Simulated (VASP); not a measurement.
# TaN (k06) (Fm-3m) in VASP: single point with PBEsol

Aim: the single point of TaN (k06) with PBEsol.

All numbers are computed with VASP 6.6.1; they aren't measurements. Logs are shortened: lines on timing, memory, paths and dates and some standing lists are left out, and cuts for length are marked.

## 1. The cell of the first run

The structure is cubic, space group Fm-3m (No. 225). Conventional cell: a = 4.376 Å, b = 4.376 Å, c = 4.376 Å, α = 90.00°, β = 90.00°, γ = 90.00°. Within 2.9 Å of Ta (site symmetry m-3m) lie 6 N at 2.19 Å. N (site symmetry m-3m) has 6 Ta at 2.19 Å within 2.9 Å.

## 2. Single point, PBEsol

The input, INCAR:

```
PREC     = Accurate       # precision mode
ENCUT    = 600            # plane-wave cutoff, eV
EDIFF    = 1E-6           # SCF threshold, eV
ISMEAR   = 0              # smearing method
SIGMA    = 0.1            # smearing width, eV
LREAL    = False          # projectors in reciprocal space
LASPH    = True           # aspherical terms in the spheres
NELM     = 120            # most SCF steps
ALGO     = Normal         # electronic algorithm
ISIF     = 2              # what is computed and relaxed
LWAVE    = False          # write WAVECAR
LCHARG   = True           # write CHGCAR
GGA      = PS             # functional
LELF     = True           # ELF
LVHAR    = True         
NBANDS   = 15             # bands
GGA_COMPAT= False
```

The input, KPOINTS:

```
Automatic mesh
0
Gamma
  24 24 24
```

The input, POSCAR:

```
TaN
1.0
    0.0000000000      2.1879310193      2.1879310193
    2.1879310193      0.0000000000      2.1879310193
    2.1879310193      2.1879310193      0.0000000000
Ta N
1 1
Direct
    0.5000000000      0.5000000000      0.5000000000
    0.0000000000      0.0000000000      0.0000000000
```

Potentials or basis: VASP PAW PBE potentials, release 64 (Ta_pv, N).

Launch:

```bash
> cat potpaw_PBE.64/Ta_pv/POTCAR potpaw_PBE.64/N/POTCAR > POTCAR
> mpirun -np 1 vasp_std > vasp.out
```

OUTCAR:

```text
PREC = Accurate
   ENCUT = 600
   EDIFF = 1E-6
   ISMEAR = 0
   LREAL = False
   LASPH = True
   NELM = 120
   ISIF = 2
   GGA = PS

 ion  position               nearest neighbor table
   1  0.500  0.500  0.500-   2 2.19   2 2.19   2 2.19   2 2.19   2 2.19   2 2.19
   2  0.000  0.000  0.000-   1 2.19   1 2.19   1 2.19   1 2.19   1 2.19   1 2.19

  LATTYP: Found a face centered cubic cell.
 ALAT       =     4.3758620386

  Lattice vectors:

 A1 = (   0.0000000000,   2.1879310193,   2.1879310193)
 A2 = (   2.1879310193,   0.0000000000,   2.1879310193)
 A3 = (   2.1879310193,   2.1879310193,   0.0000000000)

Analysis of symmetry for initial positions (statically):
=====================================================================
 Subroutine PRICEL returns:
 Original cell was already a primitive cell.

 Routine SETGRP: Setting up the symmetry group for a
 face centered cubic supercell.

 Subroutine GETGRP returns: Found 48 space group operations
 (whereof 48 operations were pure point group operations)
 out of a pool of 48 trial point group operations.

The static configuration has the point symmetry O_h .

Analysis of symmetry for dynamics (positions and initial velocities):
=====================================================================
 Subroutine PRICEL returns:
 Original cell was already a primitive cell.

 Routine SETGRP: Setting up the symmetry group for a
 face centered cubic supercell.

 Subroutine GETGRP returns: Found 48 space group operations
 (whereof 48 operations were pure point group operations)
 out of a pool of 48 trial point group operations.

The dynamic configuration has the point symmetry O_h .

 Subroutine INISYM returns: Found 48 space group operations
 (whereof 48 operations are pure point group operations),
 and found     1 'primitive' translations

----------------------------------------------------------------------------------------

                                     Primitive cell

  volume of cell :      20.9474

  direct lattice vectors                    reciprocal lattice vectors
     0.000000000  2.187931019  2.187931019    -0.228526400  0.228526400  0.228526400
     2.187931019  0.000000000  2.187931019     0.228526400 -0.228526400  0.228526400
     2.187931019  2.187931019  0.000000000     0.228526400  0.228526400 -0.228526400

  length of vectors
     3.094201721  3.094201721  3.094201721     0.395819336  0.395819336  0.395819336

  position of ions in fractional coordinates (direct lattice)
     0.500000000  0.500000000  0.500000000
     0.000000000  0.000000000  0.000000000

  ion indices of the primitive-cell ions
   primitive index   ion index
                 1           1
                 2           2

----------------------------------------------------------------------------------------

 KPOINTS: Automatic mesh

Automatic generation of k-mesh.
 Grid dimensions read from file:
 generate k-points for:   24   24   24

 Generating k-lattice:

  Cartesian coordinates                     Fractional coordinates (reciprocal lattice)
    -0.009521933  0.009521933  0.009521933     0.041666667  0.000000000  0.000000000
     0.009521933 -0.009521933  0.009521933     0.000000000  0.041666667  0.000000000
     0.009521933  0.009521933 -0.009521933     0.000000000  0.000000000  0.041666667

  Length of vectors
     0.016492472  0.016492472  0.016492472

  Shift w.r.t. Gamma in fractional coordinates (k-lattice)
     0.000000000  0.000000000  0.000000000

 Subroutine IBZKPT returns following result:
 ===========================================

 Found    413 irreducible k-points:

 Following reciprocal coordinates:
            Coordinates               Weight
  0.000000  0.000000  0.000000      1.000000
  0.041667  0.000000  0.000000      8.000000
  0.083333  0.000000  0.000000      8.000000
  0.125000  0.000000  0.000000      8.000000
  0.166667  0.000000  0.000000      8.000000
  0.208333  0.000000  0.000000      8.000000
[... 16 lines left out ...]
  0.416667  0.041667  0.000000     24.000000
  0.458333  0.041667  0.000000     24.000000
 [... further k-points ...]
   k-points           NKPTS =    413   k-points in BZ     NKDIM =    413   number of bands    NBANDS=     15
   number of dos      NEDOS =    301   number of ions     NIONS =      2
   total plane-waves  NPLWV =  21952
   dimension x,y,z NGX =    28 NGY =   28 NGZ =   28
   dimension x,y,z NGXF=    56 NGYF=   56 NGZF=   56
   ions per type =               1   1
   NGX,Y,Z   is equivalent  to a cutoff of  15.04, 15.04, 15.04 a.u.
   NGXF,Y,Z  is equivalent  to a cutoff of  30.09, 30.09, 30.09 a.u.
 SYSTEM =  unknown system
   PREC   = accura    normal or accurate (medium, high low for compatibility)
   ISTART =      0    job   : 0-new  1-cont  2-samecut
   ICHARG =      2    charge: 1-file 2-atom 10-const
   ISPIN  =      1    spin polarized calculation?
   LNONCOLLINEAR =      F non collinear calculations
   LSORBIT =      F    spin-orbit coupling
   LASPH  =      T    aspherical Exc in radial PAW
   ENCUT  =  600.0 eV  44.10 Ry    6.64 a.u.   6.18  6.18  6.18*2*pi/ulx,y,z
   NELM   =    120;   NELMIN=  2; NELMDL= -5     # of ELM steps
   EDIFF  = 0.1E-05   stopping-criterion for ELM
   LREAL  =      F    real-space projection
   EDIFFG = 0.1E-04   stopping-criterion for IOM
   NSW    =      0    number of steps for IOM
   IBRION =     -1    ionic relax: 0-MD 1-quasi-New 2-CG
   NFREE  =      0    steps in history (QN), initial steepest desc. (CG)
   ISIF   =      2    stress and relaxation
   ISYM   =      2    0-nonsym 1-usesym 2-fastsym
   POTIM  = 0.5000    time-step for ionic-motion
   TEBEG  =    0.0;   TEEND  =   0.0 temperature during run
   PSTRESS=    0.0 pullay stress
   NELECT =      16.0000    total number of electrons
   NUPDOWN=      -1.0000    fix difference up-down
   EMIN   =  10.00;   EMAX   =-10.00  energy-range for DOS
   EFERMI =   0.00;   METHOD = LEGACY
   ISMEAR =     0;   SIGMA  =   0.10  broadening in eV -4-tet -1-fermi 0-gaus
   EFERMI_NEDOS =   21; number of points for ismear=-14 and -15
   IALGO  =     38    algorithm
   IMIX   =      4    mixing-type and parameters
     AMIX     =   0.40;   BMIX     =  1.00
     AMIX_MAG =   1.60;   BMIX_MAG =  1.00
  volume/ion in A,a.u.               =      10.47        70.68
  Fermi-wavevector in a.u.,A,eV,Ry     =   1.496481  2.827939 30.469639  2.239455
  Thomas-Fermi vector in A             =   2.608492
   LORBIT       =      0    0 simple, 1 ext, 2 COOP (PROOUT), +10 PAW based schemes
   GGA     = PS    functional components
   LHFCALC =     F    Hartree Fock is set to
   AEXX    =    0.0000 exact exchange contribution
   IVDW    =     0    specifies the selected vdW correction
   LEPSILON=     F    determine dielectric tensor
   LRPA    =     F    only Hartree local field effects (RPA)
 non-spin polarized calculation
 Gauss-broadening in eV      SIGMA  =   0.10
  energy-cutoff  :      600.00
  volume of cell :       20.95
 maximum number of plane-waves:       725
 NGX is ok and might be reduce to    28
   NGX = 13   NGY = 13   NGZ = 13

 number of electron      16.0000000 magnetization

 Free energy of the ion-electron system (eV)
  ---------------------------------------------------
  ext. energy  EPLUGINS =         0.00000000
  ---------------------------------------------------
  free energy    TOTEN  =       -23.21569499 eV

  energy without entropy =      -23.21089209  energy(sigma->0) =      -23.21329354

 E-fermi :   9.5457     XC(G=0): -13.6719

 val. band max:        9.5416691638   @ k =   0.4167   0.0833   0.0417
 cond. band min:       9.5525619769   @ k =   0.2083   0.1250   0.0000
 fundamental gap:      0.0108928131
 Fermi energy:         9.5456536076

 k-point     1 :       0.0000    0.0000    0.0000
  band No.  band energies     occupation
      1     -26.1308      2.00000
      2     -26.1308      2.00000
      3     -26.1308      2.00000
      4      -9.3838      2.00000
      5       5.7117      2.00000
      6       5.7117      2.00000
      7       5.7117      2.00000
      8       7.3752      2.00000
      9       7.3752      2.00000
     10       7.3752      2.00000
     11       9.5754      0.67395
     12       9.5754      0.67395
     13      11.2208      0.00000
     14      18.9286      0.00000
     15      21.9433      0.00000

 k-point     2 :       0.0417    0.0000    0.0000
  band No.  band energies     occupation
      1     -26.1478      2.00000
      2     -26.1323      2.00000
      3     -26.1323      2.00000
      4      -9.3394      2.00000
      5       5.4560      2.00000
      6       5.5413      2.00000
      7       5.5413      2.00000
      8       7.4531      2.00000
      9       7.4531      2.00000
     10       7.5003      2.00000
     11       9.7636      0.00206
     12       9.7636      0.00206
     13      11.3531      0.00000
     14      19.0644      0.00000
     15      21.9433      0.00000

 k-point     3 :       0.0833    0.0000    0.0000
  band No.  band energies     occupation
      1     -26.1970      2.00000
      2     -26.1368      2.00000
      3     -26.1368      2.00000
      4      -9.2086      2.00000
      5       4.8632      2.00000
      6       5.1314      2.00000
      7       5.1314      2.00000
      8       7.6453      2.00000
      9       7.6453      2.00000
     10       7.7351      2.00000
     11      10.2657      0.00000
     12      10.2657      0.00000
     13      11.7208      0.00000
     14      19.4583      0.00000
     15      21.9430      0.00000
[... 343 lines left out ...]
 k-point    23 :       0.4167    0.0417    0.0000
  band No.  band energies     occupation
      1     -26.9604      2.00000
      2     -26.2203      2.00000
      3     -26.2140      2.00000
      4      -6.6233      2.00000
      5      -0.4143      2.00000
      6       2.0222      2.00000
      7       2.1455      2.00000
      8      10.1708      0.00000
      9      11.1086      0.00000
     10      11.1917      0.00000
     11      14.3454      0.00000
     12      16.1034      0.00000
     13      16.7657      0.00000
     14      21.2541      0.00000
     15      22.0088      0.00000

 k-point    24 :       0.4583    0.0417    0.0000
  band No.  band energies     occupation
      1     -27.0106      2.00000
      2     -26.2227      2.00000
      3     -26.2222      2.00000
      4      -6.3776      2.00000
      5      -0.7501      2.00000
      6       1.9110      2.00000
      7       1.9821      2.00000
      8      10.7382      0.00000
      9      11.4533      0.00000
     10      11.4761      0.00000
     11      13.9475      0.00000
     12      16.7264      0.00000
     13      17.1487      0.00000
     14      21.1736      0.00000
     15      22.0038      0.00000

 [... further k-points ...]
[... 5 lines left out ...]
  --------------------------------------------------------------------------------------
  -------------------------------------------------------------------------------------
  Total        0.1088545      0.1088545      0.1088545     -0.0000000     -0.0000000      0.0000000
  in kB        8.3258052      8.3258052      8.3258052     -0.0000000     -0.0000000      0.0000000
  external PRESSURE =       8.3258052 kB  Pullay stress =       0.0000000 kB

 VOLUME and BASIS-vectors are now :
 -----------------------------------------------------------------------------
  energy-cutoff  :      600.00
  volume of cell :       20.95
      direct lattice vectors                 reciprocal lattice vectors
     0.000000000  2.187931019  2.187931019    -0.228526400  0.228526400  0.228526400
     2.187931019  0.000000000  2.187931019     0.228526400 -0.228526400  0.228526400
     2.187931019  2.187931019  0.000000000     0.228526400  0.228526400 -0.228526400

 POSITION                                       TOTAL-FORCE (eV/Angst)
 -----------------------------------------------------------------------------------
      2.18793      2.18793      2.18793         0.000000      0.000000     -0.000000
      0.00000      0.00000      0.00000        -0.000000     -0.000000      0.000000
 -----------------------------------------------------------------------------------
    total drift:                                0.000000      0.000000      0.000000

  FREE ENERGIE OF THE ION-ELECTRON SYSTEM (eV)
  ---------------------------------------------------
  free  energy   TOTEN  =       -23.2156949919 eV

  energy  without entropy=      -23.2108920888  energy(sigma->0) =      -23.21329354
```

Wall time 89 s (1 thread of Intel Xeon 6975P-C (Granite Rapids), shared host); peak memory 0.3 GiB.

Results:

| Property | Result |
| --- | --- |
| Free energy | -23.2157 eV |
| Pressure | 0.8 GPa |
| Band gap on the k mesh | zero (band 8 reaches 11.50 eV, above the bottom of band 9 at 7.38 eV) |

Levels at points of the mesh, in eV from the Fermi level:
```
           k point  band 4  band 5  band 6  band 7  band 8  band 9  band 10  band 11  band 12  band 13
(0.00, 0.00, 0.00)  -18.93   -3.83   -3.83   -3.83   -2.17   -2.17    -2.17     0.03     0.03     1.68
(0.50, 0.00, 0.00)  -15.76  -10.52   -7.69   -7.69    1.95    1.95     2.06     3.85     7.72     7.72
(0.50, 0.50, 0.00)  -17.65   -6.66   -5.60   -4.65   -4.65    2.14     3.65     3.65     4.73     6.90
```

Caveat: the PAW data sets were made with another functional, which shifts forces and pressure a little; spin-orbit coupling is left out, which moves the levels of the heavy elements.
